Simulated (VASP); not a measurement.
Here is a VASP 6.6.1 calculation.

File INCAR:

```
SYSTEM = BaTiO3
PREC     = Accurate       ! precision mode
ENCUT    = 520            ! plane-wave cutoff, eV
EDIFF    = 1E-7           ! SCF threshold, eV
ISMEAR   = -1             ! smearing method
SIGMA    = 0.05           ! smearing width, eV
LREAL    = .FALSE.        ! projectors in reciprocal space
LASPH    = .TRUE.         ! aspherical terms in the spheres
NELM     = 100            ! most SCF steps
ALGO     = Normal         ! electronic algorithm
ISIF     = 2              ! what is computed and relaxed
LWAVE    = .FALSE.        ! write WAVECAR
LCHARG   = .TRUE.         ! write CHGCAR
GGA      = PS             ! functional
LELF     = .TRUE.         ! ELF
LVHAR    = .TRUE.       
NBANDS   = 28             ! bands
```

Contents of KPOINTS:

```
Automatic mesh
0
G
  8 8 8
  0 0 0
```

The input POSCAR:

```
BaTiO3
1.0
    3.9841000000      0.0000000000      0.0000000000
    0.0000000000      2.8370500000      2.9027160000
    0.0000000000     -2.8370500000      2.9027160000
Ba Ti O
1 1 3
Direct
    0.0000000000      0.0000000000      0.0000000000
    0.5000000000      0.5079000000      0.5079000000
    0.0000000000      0.4921000000      0.4921000000
    0.5000000000      0.5025100000      0.9937100000
    0.5000000000      0.9937100000      0.5025100000
```

Potentials or basis: VASP PAW PBE potentials, release 64 (Ba_sv, Ti_sv, O).

The run is started by

```bash
$ cat potpaw_PBE.64/Ba_sv/POTCAR potpaw_PBE.64/Ti_sv/POTCAR potpaw_PBE.64/O/POTCAR > POTCAR
$ mpirun -np 1 vasp_std > vasp.out
```

(1) What does it give for the largest force?

(2) Predict the pressure.

(3) What does it give for the band gap on the k mesh?

Answers

(1) 0.318 eV/Å.

(2) -5.6 GPa.

(3) 1.65 eV (least direct gap 1.82 eV).

Caveat: the cell differs from its parent crystal (zz strain of +2 %); the stress differs along the axes, from -9 to -4 GPa; the PAW data sets were made with another functional, which shifts forces and pressure a little; spin-orbit coupling is left out, which moves the levels of the heavy elements.
